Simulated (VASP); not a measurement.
Here is a VASP 6.6.1 calculation.

The input INCAR:

```
PREC = Accurate ; ENCUT = 520
EDIFF = 1E-7 ; ISMEAR = 0
SIGMA = 0.15 ; LREAL = False
LASPH = True ; NELM = 100
ALGO = Normal ; ISIF = 2
LWAVE = False ; LCHARG = False
GGA = PS ; NBANDS = 16
```

File KPOINTS:

```
regular mesh
0
Gamma
  16 16 16
```

File POSCAR:

```
CoSi2
1.0
    0.0000000000      2.6562539604      2.6562539604
    2.6562539604      0.0000000000      2.6562539604
    2.6562539604      2.6562539604      0.0000000000
Co Si
1 2
Direct
    0.0000000000      0.0000000000     -0.0475730640
    0.2500000000      0.2500000000      0.2999133454
    0.7500000000      0.7500000000      0.7999133454
```

Potentials or basis: VASP PAW PBE potentials, release 64 (Co, Si).

Run with:

```sh
$ cat potpaw_PBE.64/Co/POTCAR potpaw_PBE.64/Si/POTCAR > POTCAR
$ mpirun -np 1 vasp_std > vasp.out
```

Task: Estimate the pressure.

Result: 12.3 GPa.

Task: What does it give for the band gap on the k mesh?

Result: Zero (an odd number of electrons rules out a gap without spin polarisation).

Task: Predict the largest force.

Result: 5.527 eV/Å.

Forces on the atoms (eV/Å):
```
Co   3.908  3.908  0.000
Si  -1.954 -1.954  1.679
Si  -1.954 -1.954 -1.679
```

Caveat: the cell differs from its parent crystal (atoms displaced along a vibrational mode); the cell stands under pressure; the PAW data sets were made with another functional, which shifts forces and pressure a little; the run has no spin polarisation, though such a crystal can be magnetic. Spin polarisation is off, so any magnetic state and its effect on volume and gap are missing.
